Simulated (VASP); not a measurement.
# Nb in VASP: single point with PBEsol

Aim: the single point of Nb with PBEsol.

Program: VASP 6.6.1. These are calculated values, not measurements. Logs are shortened: lines on timing, memory, paths and dates and some standing lists are left out, and cuts for length are marked.

### 1 The cell of the first run

The cell holds a slab with vacuum, 7 atoms: a = 3.271 Å, b = 2.832 Å, c = 29.876 Å, α = 90.00°, β = 90.00°, γ = 54.74°.

### 2 Single point, PBEsol

Input file INCAR:

```
SYSTEM = Nb
ALGO = Normal ; DIPOL = 0.5 0.5 0.500
EDIFF = 1E-6 ; ENCUT = 400
GGA = PS ; GGA_COMPAT = .FALSE.
IDIPOL = 3 ; ISIF = 2
ISMEAR = 1 ; LASPH = .TRUE.
LCHARG = .FALSE. ; LDIPOL = .TRUE.
LREAL = .FALSE. ; LWAVE = .FALSE.
NBANDS = 54 ; NELM = 120
NELMDL = -8 ; PREC = Accurate
SIGMA = 0.1
```

Input file KPOINTS:

```
k-points
0
G
  14 14 1
  0 0 0
```

Input file POSCAR:

```
Nb
1.0
    3.2706235890      0.0000000000      0.0000000000
    1.6353117940      2.3126801180      0.0000000000
    0.0000000000      0.0000000000     29.8760807110
Nb
7
Direct
    0.0000000000      0.0000000000      0.2677727403
    0.5000000000      1.0000000000      0.3451818268
    0.0000000000      0.0000000000      0.4225909134
    0.5000000000      1.0000000000      0.5000000000
    0.0000000000      0.0000000000      0.5774090866
    0.5000000000      1.0000000000      0.6548181732
    0.0000000000      0.0000000000      0.7322272597
```

Potentials or basis: VASP PAW PBE potentials, release 64 (Nb_sv).

On the command line:

```
$ cat potpaw_PBE.64/Nb_sv/POTCAR > POTCAR
$ mpirun -np 1 vasp_std > vasp.out
```

OUTCAR:

```text
SYSTEM = Nb
   EDIFF = 1E-6
   ENCUT = 400
   GGA = PS
   ISIF = 2
   ISMEAR = 1
   LASPH = .TRUE.
   LREAL = .FALSE.
   NELM = 120
   NELMDL = -8
   PREC = Accurate

 ion  position               nearest neighbor table
   1  0.000  0.000  0.268-   2 2.83   2 2.83
   2  0.500  0.000  0.345-   1 2.83   1 2.83   3 2.83   3 2.83
   3  0.000  0.000  0.423-   2 2.83   4 2.83   2 2.83   4 2.83
   4  0.500  0.000  0.500-   3 2.83   5 2.83   3 2.83   5 2.83
   5  0.000  0.000  0.577-   4 2.83   6 2.83   4 2.83   6 2.83
   6  0.500  0.000  0.655-   7 2.83   7 2.83   5 2.83   5 2.83
   7  0.000  0.000  0.732-   6 2.83   6 2.83

  LATTYP: Found a base centered orthorhombic cell.
 ALAT       =     3.2706235890
 B/A-ratio  =     1.4142135621
 C/A-ratio  =     9.1346741372

  Lattice vectors:

 A1 = (   1.6353117950,  -2.3126801180,   0.0000000000)
 A2 = (   1.6353117940,   2.3126801180,   0.0000000000)
 A3 = (   0.0000000000,   0.0000000000,  29.8760807110)

Analysis of symmetry for initial positions (statically):
=====================================================================
 Subroutine PRICEL returns:
 Original cell was already a primitive cell.

 Routine SETGRP: Setting up the symmetry group for a
 base centered orthorhombic supercell.

 Subroutine GETGRP returns: Found  8 space group operations
 (whereof  8 operations were pure point group operations)
 out of a pool of  8 trial point group operations.

The static configuration has the point symmetry D_2h.

Analysis of symmetry for dynamics (positions and initial velocities):
=====================================================================
 Subroutine PRICEL returns:
 Original cell was already a primitive cell.

 Routine SETGRP: Setting up the symmetry group for a
 base centered orthorhombic supercell.

 Subroutine GETGRP returns: Found  8 space group operations
 (whereof  8 operations were pure point group operations)
 out of a pool of  8 trial point group operations.

The dynamic configuration has the point symmetry D_2h.

 Subroutine INISYM returns: Found  8 space group operations
 (whereof  8 operations are pure point group operations),
 and found     1 'primitive' translations

----------------------------------------------------------------------------------------

                                     Primitive cell

  volume of cell :     225.9799

  direct lattice vectors                    reciprocal lattice vectors
     3.270623589  0.000000000  0.000000000     0.305752091 -0.216199377  0.000000000
     1.635311794  2.312680118  0.000000000     0.000000000  0.432398753  0.000000000
     0.000000000  0.000000000 29.876080711     0.000000000  0.000000000  0.033471593

  length of vectors
     3.270623589  2.832443114 29.876080711     0.374468305  0.432398753  0.033471593

  position of ions in fractional coordinates (direct lattice)
     0.000000000  0.000000000  0.267772740
     0.500000000  0.000000000  0.345181827
     0.000000000  0.000000000  0.422590913
     0.500000000  0.000000000  0.500000000
     0.000000000  0.000000000  0.577409087
     0.500000000  0.000000000  0.654818173
     0.000000000  0.000000000  0.732227260

  ion indices of the primitive-cell ions
   primitive index   ion index
                 1           1
                 2           2
                 3           3
                 4           4
                 5           5
                 6           6
                 7           7

----------------------------------------------------------------------------------------

 KPOINTS: k-points

Automatic generation of k-mesh.
 Grid dimensions read from file:
 generate k-points for:   14   14    1

 Generating k-lattice:

  Cartesian coordinates                     Fractional coordinates (reciprocal lattice)
     0.021839435 -0.015442813  0.000000000     0.071428571  0.000000000  0.000000000
     0.000000000  0.030885625  0.000000000     0.000000000  0.071428571  0.000000000
     0.000000000  0.000000000  0.033471593     0.000000000  0.000000000  1.000000000

  Length of vectors
     0.026747736  0.030885625  0.033471593

  Shift w.r.t. Gamma in fractional coordinates (k-lattice)
     0.000000000  0.000000000  0.000000000

 Subroutine IBZKPT returns following result:
 ===========================================

 Found     57 irreducible k-points:

 Following reciprocal coordinates:
            Coordinates               Weight
  0.000000  0.000000  0.000000      1.000000
  0.071429 -0.000000  0.000000      4.000000
  0.142857 -0.000000  0.000000      4.000000
  0.214286 -0.000000  0.000000      4.000000
  0.285714  0.000000  0.000000      4.000000
  0.357143  0.000000  0.000000      4.000000
[... 16 lines left out ...]
  0.285714  0.142857  0.000000      2.000000
  0.357143  0.142857  0.000000      4.000000
 [... further k-points ...]
   k-points           NKPTS =     57   k-points in BZ     NKDIM =     57   number of bands    NBANDS=     54
   number of dos      NEDOS =    301   number of ions     NIONS =      7
   total plane-waves  NPLWV =  84672
   dimension x,y,z NGX =    24 NGY =   18 NGZ =  196
   dimension x,y,z NGXF=    48 NGYF=   36 NGZF=  392
   ions per type =               7
   NGX,Y,Z   is equivalent  to a cutoff of  12.20, 10.56, 10.91 a.u.
   NGXF,Y,Z  is equivalent  to a cutoff of  24.40, 21.13, 21.81 a.u.
 SYSTEM =  Nb
   PREC   = accura    normal or accurate (medium, high low for compatibility)
   ISTART =      0    job   : 0-new  1-cont  2-samecut
   ICHARG =      2    charge: 1-file 2-atom 10-const
   ISPIN  =      1    spin polarized calculation?
   LNONCOLLINEAR =      F non collinear calculations
   LSORBIT =      F    spin-orbit coupling
   LASPH  =      T    aspherical Exc in radial PAW
   ENCUT  =  400.0 eV  29.40 Ry    5.42 a.u.   5.33  4.62 48.72*2*pi/ulx,y,z
   NELM   =    120;   NELMIN=  2; NELMDL= -8     # of ELM steps
   EDIFF  = 0.1E-05   stopping-criterion for ELM
   LREAL  =      F    real-space projection
   EDIFFG = 0.1E-04   stopping-criterion for IOM
   NSW    =      0    number of steps for IOM
   IBRION =     -1    ionic relax: 0-MD 1-quasi-New 2-CG
   NFREE  =      0    steps in history (QN), initial steepest desc. (CG)
   ISIF   =      2    stress and relaxation
   ISYM   =      2    0-nonsym 1-usesym 2-fastsym
   POTIM  = 0.5000    time-step for ionic-motion
   TEBEG  =    0.0;   TEEND  =   0.0 temperature during run
   PSTRESS=    0.0 pullay stress
   NELECT =      91.0000    total number of electrons
   NUPDOWN=      -1.0000    fix difference up-down
   EMIN   =  10.00;   EMAX   =-10.00  energy-range for DOS
   EFERMI =   0.00;   METHOD = LEGACY
   ISMEAR =     1;   SIGMA  =   0.10  broadening in eV -4-tet -1-fermi 0-gaus
   EFERMI_NEDOS =   21; number of points for ismear=-14 and -15
   IALGO  =     38    algorithm
   IMIX   =      4    mixing-type and parameters
     AMIX     =   0.40;   BMIX     =  1.00
     AMIX_MAG =   1.60;   BMIX_MAG =  1.00
  volume/ion in A,a.u.               =      32.28       217.86
  Fermi-wavevector in a.u.,A,eV,Ry     =   1.208923  2.284534 19.884851  1.461495
  Thomas-Fermi vector in A             =   2.344516
   LORBIT       =      0    0 simple, 1 ext, 2 COOP (PROOUT), +10 PAW based schemes
   GGA     = PS    functional components
   LHFCALC =     F    Hartree Fock is set to
   AEXX    =    0.0000 exact exchange contribution
   IVDW    =     0    specifies the selected vdW correction
   LEPSILON=     F    determine dielectric tensor
   LRPA    =     F    only Hartree local field effects (RPA)
 non-spin polarized calculation
 Methfessel and Paxton  Order N= 1 SIGMA  =   0.10
  energy-cutoff  :      400.00
  volume of cell :      225.98
 maximum number of plane-waves:      4165
 NGX is ok and might be reduce to    24
   NGX = 11   NGY =  9   NGZ = 97

 dipolmoment           0.000000      0.000000      0.000000 electrons x Angstroem

 number of electron      90.9999994 magnetization

 dipolmoment           0.000000      0.000000     -0.000000 electrons x Angstroem

 Free energy of the ion-electron system (eV)
  ---------------------------------------------------
  ext. energy  EPLUGINS =         0.00000000
  ---------------------------------------------------
  free energy    TOTEN  =       -74.40591211 eV

  energy without entropy =      -74.40207810  energy(sigma->0) =      -74.40463411

 E-fermi :   4.2055     XC(G=0):  -7.6566

 val. band max:        4.2035636555   @ k =  -0.2143   0.2143   0.0000
 cond. band min:       4.2056090511   @ k =  -0.2857   0.0714   0.0000
 fundamental gap:      0.0020453956
 Fermi energy:         4.2054577159

 k-point     1 :       0.0000    0.0000    0.0000
  band No.  band energies     occupation
      1     -50.2805      2.00000
      2     -50.2805      2.00000
      3     -50.0110      2.00000
      4     -49.9860      2.00000
      5     -49.9102      2.00000
      6     -49.8389      2.00000
[... 46 lines left out ...]
     53       6.2610      0.00000
     54       6.8820      0.00000

 k-point     2 :       0.0714   -0.0000    0.0000
  band No.  band energies     occupation
      1     -50.2731      2.00000
      2     -50.2730      2.00000
      3     -50.0019      2.00000
      4     -49.9782      2.00000
      5     -49.9035      2.00000
      6     -49.8337      2.00000
[... 46 lines left out ...]
     53       6.1066     -0.00000
     54       6.7576      0.00000
[... 1195 lines left out ...]
     53       6.1741     -0.00000
     54       6.5298      0.00000

 k-point    24 :       0.3571    0.1429    0.0000
  band No.  band energies     occupation
      1     -50.1857      2.00000
      2     -50.1857      2.00000
      3     -49.8862      2.00000
      4     -49.8815      2.00000
      5     -49.8214      2.00000
      6     -49.7831      2.00000
[... 46 lines left out ...]
     53       6.0097     -0.00000
     54       6.5336      0.00000

 [... further k-points ...]

------------------------ aborting loop because EDIFF is reached ----------------------------------------

 vacuum level on the upper side and lower side of the slab       (xc-potential included)        -0.207        -0.207

  FORCE on cell =-STRESS in cart. coord.  units (eV):
  Direction    XX          YY          ZZ          XY          YZ          ZX
  --------------------------------------------------------------------------------------
  -------------------------------------------------------------------------------------
  Total       -4.0482181     -5.4306943     -2.8188900      0.0000000      0.0000000      0.0000000
  in kB      -28.7015088    -38.5031430    -19.9856809      0.0000000      0.0000000      0.0000000
  external PRESSURE =     -29.0634442 kB  Pullay stress =       0.0000000 kB

 VOLUME and BASIS-vectors are now :
 -----------------------------------------------------------------------------
  energy-cutoff  :      400.00
  volume of cell :      225.98
      direct lattice vectors                 reciprocal lattice vectors
     3.270623589  0.000000000  0.000000000     0.305752091 -0.216199377  0.000000000
     1.635311794  2.312680118  0.000000000     0.000000000  0.432398753  0.000000000
     0.000000000  0.000000000 29.876080711     0.000000000  0.000000000  0.033471593

 POSITION                                       TOTAL-FORCE (eV/Angst)
 -----------------------------------------------------------------------------------
      0.00000      0.00000      8.00000         0.000000     -0.000000      0.401692
      1.63531      0.00000     10.31268        -0.000000      0.000000     -0.377369
      0.00000      0.00000     12.62536         0.000000      0.000000      0.012816
      1.63531      0.00000     14.93804         0.000000      0.000000      0.000000
      0.00000      0.00000     17.25072         0.000000     -0.000000     -0.012816
      1.63531      0.00000     19.56340        -0.000000      0.000000      0.377369
      0.00000      0.00000     21.87608         0.000000      0.000000     -0.401692
 -----------------------------------------------------------------------------------
    total drift:                                0.000000      0.000000     -0.000000

  FREE ENERGIE OF THE ION-ELECTRON SYSTEM (eV)
  ---------------------------------------------------
  free  energy   TOTEN  =       -74.4059121113 eV

  energy  without entropy=      -74.4020780952  energy(sigma->0) =      -74.40463411

 vacuum level on the upper side and lower side of the slab         8.729         8.729
```

Wall time 30 min (1 thread of AMD EPYC 7R43 (Zen 3), shared host); peak memory 0.46 GiB.

What came out:

```
Free energy            : -74.4059 eV
Largest force          : 0.402 eV/Å
Band gap on the k mesh : zero (an odd number of electrons rules out a gap without spin polarisation)
```

Forces on the atoms (eV/Å):
```
Nb   0.000  0.000  0.402
Nb   0.000  0.000 -0.377
Nb   0.000  0.000  0.013
Nb   0.000  0.000  0.000
Nb   0.000  0.000 -0.013
Nb   0.000  0.000  0.377
Nb   0.000  0.000 -0.402
```

Levels at points of the mesh, in eV from the Fermi level:
| k point | band 42 | band 43 | band 44 | band 45 | band 46 | band 47 | band 48 | band 49 |
| --- | --- | --- | --- | --- | --- | --- | --- | --- |
| (0.00, 0.00, 0.00) | -0.39 | -0.08 | 0.05 | 0.15 | 0.24 | 0.32 | 0.52 | 0.54 |
| (0.50, 0.00, 0.00) | -1.47 | -0.15 | 0.08 | 0.51 | 0.96 | 1.54 | 1.87 | 2.37 |
| (0.00, 0.50, 0.00) | -0.60 | -0.24 | 0.71 | 0.90 | 1.78 | 1.82 | 2.23 | 2.27 |

Caveat: the PAW data sets were made with another functional, which shifts forces and pressure a little.
